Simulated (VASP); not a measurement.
# Rh (Im-3m) in VASP: a series of runs

Runs on Rh. Level: PBEsol. Tasks: single point, relaxation of cell and atoms.

All numbers are computed with VASP 6.6.1; they aren't measurements. Logs are shortened: lines on timing, memory, paths and dates and some standing lists are left out, and cuts for length are marked.

**1. The cell of the first run**

Symmetry: Im-3m, No. 229, cubic system. Conventional cell: a = 3.027 Å, b = 3.027 Å, c = 3.027 Å, α = 90.00°, β = 90.00°, γ = 90.00°. Rh (site symmetry m-3m) has 14 Rh at 2.62 to 3.03 Å within 3.5 Å.

**2. Single point, PBEsol**

INCAR reads:

```
SYSTEM = Rh
PREC     = Accurate       ! precision mode
ENCUT    = 520            ! plane-wave cutoff, eV
EDIFF    = 1E-6           ! SCF threshold, eV
ISMEAR   = -1             ! smearing method
SIGMA    = 0.08           ! smearing width, eV
LREAL    = .FALSE.        ! projectors in reciprocal space
LASPH    = .TRUE.         ! aspherical terms in the spheres
NELM     = 80             ! most SCF steps
ALGO     = Normal         ! electronic algorithm
ISIF     = 2              ! what is computed and relaxed
LWAVE    = .FALSE.        ! write WAVECAR
LCHARG   = .TRUE.         ! write CHGCAR
GGA      = PS             ! functional
LELF     = .TRUE.         ! ELF
LVHAR    = .TRUE.       
NBANDS   = 14             ! bands
```

KPOINTS reads:

```
regular mesh
0
G
  18 18 18
  0 0 0
```

POSCAR reads:

```
Rh
1.0
   -1.5132917087      1.5132917087      1.5132917087
    1.5132917087     -1.5132917087      1.5132917087
    1.5132917087      1.5132917087     -1.5132917087
Rh
1
Direct
    0.0000000000      0.0000000000      0.0000000000
```

Potentials or basis: VASP PAW PBE potentials, release 64 (Rh_pv).

Command:

```bash
> cat potpaw_PBE.64/Rh_pv/POTCAR > POTCAR
> mpirun -np 1 vasp_std > vasp.out
```

OUTCAR:

```text
SYSTEM = Rh
   PREC = Accurate
   ENCUT = 520
   EDIFF = 1E-6
   ISMEAR = -1
   LREAL = .FALSE.
   LASPH = .TRUE.
   NELM = 80
   ISIF = 2
   GGA = PS

 ion  position               nearest neighbor table
   1  0.000  0.000  0.000-

  LATTYP: Found a body centered cubic cell.
 ALAT       =     3.0265834174

  Lattice vectors:

 A1 = (  -1.5132917087,   1.5132917087,   1.5132917087)
 A2 = (   1.5132917087,  -1.5132917087,   1.5132917087)
 A3 = (   1.5132917087,   1.5132917087,  -1.5132917087)

Analysis of symmetry for initial positions (statically):
=====================================================================
 Subroutine PRICEL returns:
 Original cell was already a primitive cell.

 Routine SETGRP: Setting up the symmetry group for a
 body centered cubic supercell.

 Subroutine GETGRP returns: Found 48 space group operations
 (whereof 48 operations were pure point group operations)
 out of a pool of 48 trial point group operations.

The static configuration has the point symmetry O_h .

Analysis of symmetry for dynamics (positions and initial velocities):
=====================================================================
 Subroutine PRICEL returns:
 Original cell was already a primitive cell.

 Routine SETGRP: Setting up the symmetry group for a
 body centered cubic supercell.

 Subroutine GETGRP returns: Found 48 space group operations
 (whereof 48 operations were pure point group operations)
 out of a pool of 48 trial point group operations.

The dynamic configuration has the point symmetry O_h .

 Subroutine INISYM returns: Found 48 space group operations
 (whereof 48 operations are pure point group operations),
 and found     1 'primitive' translations

----------------------------------------------------------------------------------------

                                     Primitive cell

  volume of cell :      13.8621

  direct lattice vectors                    reciprocal lattice vectors
    -1.513291709  1.513291709  1.513291709     0.000000000  0.330405564  0.330405564
     1.513291709 -1.513291709  1.513291709     0.330405564  0.000000000  0.330405564
     1.513291709  1.513291709 -1.513291709     0.330405564  0.330405564  0.000000000

  length of vectors
     2.621098126  2.621098126  2.621098126     0.467264029  0.467264029  0.467264029

  position of ions in fractional coordinates (direct lattice)
     0.000000000  0.000000000  0.000000000

  ion indices of the primitive-cell ions
   primitive index   ion index
                 1           1

----------------------------------------------------------------------------------------

 KPOINTS: regular mesh

Automatic generation of k-mesh.
 Grid dimensions read from file:
 generate k-points for:   18   18   18

 Generating k-lattice:

  Cartesian coordinates                     Fractional coordinates (reciprocal lattice)
     0.000000000  0.018355865  0.018355865     0.055555556  0.000000000  0.000000000
     0.018355865  0.000000000  0.018355865     0.000000000  0.055555556  0.000000000
     0.018355865  0.018355865  0.000000000     0.000000000  0.000000000  0.055555556

  Length of vectors
     0.025959113  0.025959113  0.025959113

  Shift w.r.t. Gamma in fractional coordinates (k-lattice)
     0.000000000  0.000000000  0.000000000

 Subroutine IBZKPT returns following result:
 ===========================================

 Found    195 irreducible k-points:

 Following reciprocal coordinates:
            Coordinates               Weight
  0.000000  0.000000  0.000000      1.000000
  0.055556  0.000000  0.000000     12.000000
  0.111111  0.000000  0.000000     12.000000
  0.166667  0.000000  0.000000     12.000000
  0.222222  0.000000  0.000000     12.000000
  0.277778  0.000000  0.000000     12.000000
[... 16 lines left out ...]
  0.333333  0.111111 -0.000000     48.000000
  0.388889  0.111111 -0.000000     48.000000
 [... further k-points ...]
   k-points           NKPTS =    195   k-points in BZ     NKDIM =    195   number of bands    NBANDS=     14
   number of dos      NEDOS =    301   number of ions     NIONS =      1
   total plane-waves  NPLWV =   8000
   dimension x,y,z NGX =    20 NGY =   20 NGZ =   20
   dimension x,y,z NGXF=    40 NGYF=   40 NGZF=   40
   ions per type =               1
   NGX,Y,Z   is equivalent  to a cutoff of  12.69, 12.69, 12.69 a.u.
   NGXF,Y,Z  is equivalent  to a cutoff of  25.37, 25.37, 25.37 a.u.
 SYSTEM =  Rh
   PREC   = accura    normal or accurate (medium, high low for compatibility)
   ISTART =      0    job   : 0-new  1-cont  2-samecut
   ICHARG =      2    charge: 1-file 2-atom 10-const
   ISPIN  =      1    spin polarized calculation?
   LNONCOLLINEAR =      F non collinear calculations
   LSORBIT =      F    spin-orbit coupling
   LASPH  =      T    aspherical Exc in radial PAW
   ENCUT  =  520.0 eV  38.22 Ry    6.18 a.u.   4.87  4.87  4.87*2*pi/ulx,y,z
   NELM   =     80;   NELMIN=  2; NELMDL= -5     # of ELM steps
[... 56 lines left out ...]
      1     -34.5558      2.00000
      2     -34.5558      2.00000
      3     -34.5558      2.00000
      4       3.6172      2.00000
      5       8.4777      2.00000
      6       8.4777      2.00000
      7       8.4777      2.00000
      8      10.9809      1.99409
      9      10.9809      1.99409
     10      29.8626      0.00000
     11      29.8626      0.00000
     12      29.8626      0.00000
     13      32.3019      0.00000
     14      40.0278      0.00000

 k-point     2 :       0.0556    0.0000    0.0000
  band No.  band energies     occupation
      1     -34.5787      2.00000
      2     -34.5634      2.00000
      3     -34.5558      2.00000
      4       3.7485      2.00000
      5       8.4238      2.00000
      6       8.4768      2.00000
      7       8.5830      2.00000
      8      10.9119      1.99750
      9      10.9844      1.99383
     10      29.9185      0.00000
     11      29.9321      0.00000
     12      30.0519      0.00000
     13      32.3014      0.00000
     14      38.8958      0.00000

 k-point     3 :       0.1111    0.0000    0.0000
  band No.  band energies     occupation
      1     -34.6445      2.00000
      2     -34.5851      2.00000
      3     -34.5558      2.00000
      4       4.1258      2.00000
      5       8.2716      2.00000
      6       8.4677      2.00000
      7       8.8933      2.00000
      8      10.7484      1.99968
      9      10.9969      1.99278
     10      30.0018      0.00000
     11      30.0023      0.00000
     12      30.6042      0.00000
     13      32.3007      0.00000
     14      37.3777      0.00000

 k-point     4 :       0.1667    0.0000    0.0000
  band No.  band energies     occupation
      1     -34.7442      2.00000
      2     -34.6181      2.00000
      3     -34.5559      2.00000
      4       4.6894      2.00000
      5       8.0470      2.00000
      6       8.4549      2.00000
      7       9.3919      2.00000
      8      10.5943      1.99995
      9      11.0230      1.99001
     10      29.6826      0.00000
     11      29.8599      0.00000
     12      31.4736      0.00000
     13      32.3000      0.00000
     14      36.5057      0.00000

 k-point     5 :       0.2222    0.0000    0.0000
  band No.  band energies     occupation
      1     -34.8651      2.00000
      2     -34.6586      2.00000
      3     -34.5559      2.00000
      4       5.2956      2.00000
      5       7.7843      2.00000
      6       8.5352      2.00000
      7      10.0482      2.00000
      8      10.5401      1.99998
      9      11.0666      1.98285
     10      28.6097      0.00000
     11      29.2681      0.00000
[... 276 lines left out ...]
 k-point    22 :       0.2778    0.1111    0.0000
  band No.  band energies     occupation
      1     -35.1097      2.00000
      2     -34.7535      2.00000
      3     -34.5872      2.00000
      4       6.0871      2.00000
      5       7.3540      2.00000
      6       9.0127      2.00000
      7      10.5830      1.99996
      8      11.3670      1.46025
      9      12.5432      0.00000
     10      24.9595      0.00000
     11      27.3227      0.00000
     12      31.0953      0.00000
     13      32.3103      0.00000
     14      34.4643      0.00000

 k-point    23 :       0.3333    0.1111   -0.0000
  band No.  band energies     occupation
      1     -35.1896      2.00000
      2     -34.7928      2.00000
      3     -34.5881      2.00000
      4       5.9682      2.00000
      5       7.1813      2.00000
      6       9.7251      2.00000
      7      10.7713      1.99957
      8      11.5437      0.45802
      9      13.5969      0.00000
     10      23.0070      0.00000
     11      26.6008      0.00000
     12      29.9729      0.00000
     13      32.3062      0.00000
     14      35.5478      0.00000

 k-point    24 :       0.3889    0.1111   -0.0000
  band No.  band energies     occupation
      1     -35.2411      2.00000
      2     -34.8187      2.00000
      3     -34.5885      2.00000
      4       5.8462      2.00000
      5       7.0746      2.00000
      6      10.2096      2.00000
      7      10.8594      1.99870
      8      11.8315      0.01613
      9      14.5481      0.00000
     10      21.4217      0.00000
     11      26.1241      0.00000
     12      29.2032      0.00000
     13      32.3053      0.00000
     14      36.4166      0.00000

 [... further k-points ...]
[... 5 lines left out ...]
  --------------------------------------------------------------------------------------
  -------------------------------------------------------------------------------------
  Total        0.0707320      0.0707320      0.0707320     -0.0000000     -0.0000000     -0.0000000
  in kB        8.1752054      8.1752054      8.1752054     -0.0000000     -0.0000000     -0.0000000
  external PRESSURE =       8.1752054 kB  Pullay stress =       0.0000000 kB

 VOLUME and BASIS-vectors are now :
 -----------------------------------------------------------------------------
  energy-cutoff  :      520.00
  volume of cell :       13.86
      direct lattice vectors                 reciprocal lattice vectors
    -1.513291709  1.513291709  1.513291709     0.000000000  0.330405564  0.330405564
     1.513291709 -1.513291709  1.513291709     0.330405564  0.000000000  0.330405564
     1.513291709  1.513291709 -1.513291709     0.330405564  0.330405564  0.000000000

 POSITION                                       TOTAL-FORCE (eV/Angst)
 -----------------------------------------------------------------------------------
      0.00000      0.00000      0.00000        -0.000000     -0.000000     -0.000000
 -----------------------------------------------------------------------------------
    total drift:                                0.000000     -0.000000      0.000000

  FREE ENERGIE OF THE ION-ELECTRON SYSTEM (eV)
  ---------------------------------------------------
  free  energy   TOTEN  =        -7.7724066513 eV

  energy  without entropy=       -7.7228198708  energy(sigma->0) =       -7.74761326
```

Wall time 14 s (1 thread of Intel Xeon 6975P-C (Granite Rapids), shared host); peak memory 0.15 GiB.

Results:

```yaml
Free_energy: -7.7724 eV
Pressure: 0.8 GPa
```

Caveat: the PAW data sets were made with another functional, which shifts forces and pressure a little.

**3. Single point, PBEsol**

INCAR reads:

```
SYSTEM = Rh
ALGO = Normal
EDIFF = 1E-6
ENCUT = 520
GGA = PS
ISIF = 2
ISMEAR = -1
LASPH = .TRUE.
LCHARG = .FALSE.
LREAL = .FALSE.
LWAVE = .FALSE.
NBANDS = 14
NELM = 60
PREC = Accurate
SIGMA = 0.08
```

KPOINTS reads:

```
k-points
0
G
  18 18 18
  0 0 0
```

POSCAR reads:

```
Rh
1.0
   -1.5131852843      1.5131852843      1.5131852843
    1.5131852843     -1.5131852843      1.5131852843
    1.5131852843      1.5131852843     -1.5131852843
Rh
1
Direct
    0.0000000000      0.0000000000      0.0000000000
```

Potentials or basis: VASP PAW PBE potentials, release 64 (Rh_pv).

Command:

```bash
> cat potpaw_PBE.64/Rh_pv/POTCAR > POTCAR
> mpirun -np 1 vasp_std > vasp.out
```

It took 13 s on 1 thread of Intel Xeon 6975P-C (Granite Rapids), shared host; peak memory 0.15 GiB.

Results (log left out):

* Free energy: -7.7724 eV
* Pressure: 0.9 GPa

Levels at points of the mesh, in eV from the Fermi level:
```csv
k point,band 4,band 5,band 6,band 7,band 8,band 9,band 10,band 11
"(0.00, 0.00, 0.00)",-7.83,-2.97,-2.97,-2.97,-0.47,-0.47,18.42,18.42
"(0.50, 0.00, 0.00)",-5.95,-4.51,-0.53,-0.11,1.24,1.63,9.41,14.55
"(0.50, 0.50, 0.50)",-5.94,-5.94,1.11,1.11,1.11,9.43,9.43,9.43
```

Caveat: the PAW data sets were made with another functional, which shifts forces and pressure a little.

**4. Relaxation of cell and atoms, PBEsol, target pressure 0.87 GPa, at which the enthalpy is minimised**

This run uses another cell than the first one, of 13.47 Å³/atom, 0.972 times its volume.

INCAR reads:

```
PREC = Accurate ; ENCUT = 600
EDIFF = 1E-6 ; ISMEAR = -1
SIGMA = 0.08 ; LREAL = F
LASPH = T ; NELM = 60
ALGO = Normal ; ISIF = 3
LWAVE = F ; LCHARG = F
GGA = PS ; IBRION = 2
NSW = 60 ; EDIFFG = -0.005
PSTRESS = 8.7
```

KPOINTS reads:

```
Automatic mesh
0
Gamma
  18 18 18
```

POSCAR reads:

```
Rh
1.0
   -1.4989351003      1.4989351003      1.4989351003
    1.4989351003     -1.4989351003      1.4989351003
    1.4989351003      1.4989351003     -1.4989351003
Rh
1
Direct
    0.0000000000      0.0000000000      0.0000000000
```

Command:

```bash
> cat potpaw_PBE.64/Rh_pv/POTCAR > POTCAR
> mpirun -np 1 vasp_std > vasp.out
```

Wall time 27 s (1 thread of Intel Xeon 6975P-C (Granite Rapids), shared host); peak memory 0.17 GiB.

Results (log left out):

- Free energy: -7.7719 eV
- Relaxed volume: 13.86 Å³/atom
- Relaxed cell: a = 2.621 Å, b = 2.621 Å, c = 2.621 Å, α = 109.47°, β = 109.47°, γ = 109.47°
- Space group after relaxing (to 0.05 Å): Im-3m (No. 229)
- Energy change on relaxing (the enthalpy is what falls): -11.6 meV/atom
- Ionic steps: 4
- Pressure after relaxing: 0.8 GPa

Step by step:
```csv
step,energy change (eV),largest force (eV/Å),pressure (GPa),volume (Å³)
1,0.0000,0.0000,9.07,13.47
2,0.0371,0.0000,-15.18,14.86
3,-0.0116,0.0000,0.70,13.86
4,-0.0116,0.0000,0.85,13.86
```

Final structure:
```yaml
crystal:
  lattice:
    - [-1.51308, 1.51308, 1.51308]
    - [1.51308, -1.51308, 1.51308]
    - [1.51308, 1.51308, -1.51308]
  atoms:
    - { symbol: Rh, position: [0.00000, 0.00000, 0.00000] }
```

Levels at points of the mesh, in eV from the Fermi level:
```csv
k point,band 4,band 5,band 6,band 7,band 8,band 9,band 10,band 11
"(0.00, 0.00, 0.00)",-7.83,-2.97,-2.97,-2.97,-0.47,-0.47,18.42,18.42
"(0.50, 0.00, 0.00)",-5.95,-4.52,-0.53,-0.11,1.24,1.63,9.41,14.55
"(0.50, 0.50, 0.50)",-5.95,-5.95,1.11,1.11,1.11,9.43,9.43,9.43
```

Caveat: the cell is relaxed towards a set pressure, so the enthalpy falls and the energy may rise; the PAW data sets were made with another functional, which shifts forces and pressure a little.

**5. Relaxation of cell and atoms, PBEsol, target pressure 0.87 GPa, at which the enthalpy is minimised**

INCAR reads:

```
PREC     = Accurate       # precision mode
ENCUT    = 600            # plane-wave cutoff, eV
EDIFF    = 1E-6           # SCF threshold, eV
ISMEAR   = -1             # smearing method
SIGMA    = 0.08           # smearing width, eV
LREAL    = False          # projectors in reciprocal space
LASPH    = True           # aspherical terms in the spheres
NELM     = 80             # most SCF steps
ALGO     = Normal         # electronic algorithm
ISIF     = 3              # what is computed and relaxed
LWAVE    = False          # write WAVECAR
LCHARG   = False          # write CHGCAR
GGA      = PS             # functional
IBRION   = 2              # ionic algorithm
NSW      = 32             # ionic steps
EDIFFG   = -0.005         # ionic threshold
PSTRESS  = 8.7
```

KPOINTS reads:

```
regular mesh
0
Gamma
  18 18 18
```

POSCAR reads:

```
Rh
1.0
   -1.5132917087      1.5132917087      1.5132917087
    1.5132917087     -1.5132917087      1.5132917087
    1.5132917087      1.5132917087     -1.5132917087
Rh
1
Direct
    0.0000000000      0.0000000000      0.0000000000
```

Command:

```bash
> cat potpaw_PBE.64/Rh_pv/POTCAR > POTCAR
> mpirun -np 1 vasp_std > vasp.out
```

It took 18 s on 1 thread of Intel Xeon 6975P-C (Granite Rapids), shared host; peak memory 0.17 GiB.

Results (log left out):

| Property | Result |
| --- | --- |
| Free energy | -7.7725 eV |
| Relaxed volume | 13.85 Å³/atom |
| Relaxed cell | a = 2.621 Å, b = 2.621 Å, c = 2.621 Å, α = 109.47°, β = 109.47°, γ = 109.47° |
| Space group after relaxing (to 0.05 Å) | Im-3m (No. 229) |
| Energy change on relaxing (the enthalpy is what falls) | +0.0 meV/atom |
| Ionic steps | 3 |
| Pressure after relaxing | 0.9 GPa |

Final structure:
```
CELL_PARAMETERS angstrom
-1.51298 1.51298 1.51298
1.51298 -1.51298 1.51298
1.51298 1.51298 -1.51298
ATOMIC_POSITIONS crystal
Rh 0.00000 0.00000 0.00000
```

Levels at points of the mesh, in eV from the Fermi level:
```tsv
k point	band 5	band 6	band 7	band 8	band 9	band 10
(0.00, 0.00, 0.00)	-2.97	-2.97	-2.97	-0.47	-0.47	18.42
(0.50, 0.00, 0.00)	-4.52	-0.53	-0.11	1.24	1.63	9.41
(0.50, 0.50, 0.50)	-5.95	1.11	1.11	1.11	9.43	9.43
```

Caveat: the cell is relaxed towards a set pressure, so the enthalpy falls and the energy may rise; the PAW data sets were made with another functional, which shifts forces and pressure a little.

**6. Summary**

```csv
task,cell,cutoff (eV),gap on the mesh (eV),pressure (GPa)
single point,"a = 2.621 Å, angles 109.5°, 1 atom",520,none,0.9
relaxation of cell and atoms,"relaxed to 0.87 GPa from a = 2.596 Å, angles 109.5°, 1 atom",600,none,0.8
relaxation of cell and atoms,"relaxed to 0.87 GPa from a = 2.621 Å, angles 109.5°, 1 atom",600,none,0.9
```

Alike in all rows: level PBEsol; potentials or basis VASP PAW PBE potentials, release 64 (Rh_pv); no spin polarisation; k mesh 18 × 18 × 18; smearing fermi-dirac 0.08 eV.

Caveats: the PAW data sets were made with another functional, which shifts forces and pressure a little; the cell is relaxed towards a set pressure, so the enthalpy falls and the energy may rise (some runs).

Total energies depend on the potentials used, so only differences within one code and one set of settings carry meaning.
